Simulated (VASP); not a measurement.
Set up this calculation in VASP 6.6.1, as the native input.

- Task: single point
- Functional: PBE
- Potentials or basis: VASP PAW PBE potentials, release 64 (Ta_pv, N)
- Cutoff: 600 eV
- k mesh: 10 × 10 × 10
- Occupations: gaussian, width 0.018 eV
- Spin: no spin polarisation
- Dipole correction: no
- Further INCAR settings: ALGO = Normal; EDIFF = 1e-06; NBANDS = 15

The structure of TaN lies in POSCAR:

```
TaN
1.0
    0.0000000000      2.2113230000      2.2113230000
    2.2113230000      0.0000000000      2.2113230000
    2.2113230000      2.2113230000      0.0000000000
Ta N
1 1
Direct
    0.5000000000      0.5000000000      0.5000000000
    0.0000000000      0.0000000000      0.0000000000
```

These files were run (other wordings do the same):

INCAR

```
PREC = Accurate
ENCUT = 600
EDIFF = 1E-6
ISMEAR = 0
SIGMA = 0.018000000000000002
LREAL = False
LASPH = True
NELM = 120
ALGO = Normal
ISIF = 2
LWAVE = False
LCHARG = False
GGA = PE
NBANDS = 15
GGA_COMPAT = False
```

KPOINTS

```
regular mesh
0
Gamma
  10 10 10
```

Potentials or basis: VASP PAW PBE potentials, release 64 (Ta_pv, N).

The run is started by

```bash
$ cat potpaw_PBE.64/Ta_pv/POTCAR potpaw_PBE.64/N/POTCAR > POTCAR
$ mpirun -np 1 vasp_std > vasp.out
```

It gave:

```yaml
Pressure: -0.7 GPa
Band_gap_on_the_k_mesh: zero (band 8 reaches 11.20 eV, above the bottom of band 9 at 7.29 eV)
```

Caveat: spin-orbit coupling is left out, which moves the levels of the heavy elements.

Wall time 25 s on 1 thread of Intel Xeon 8259CL (shared host), peak memory 0.17 GiB.
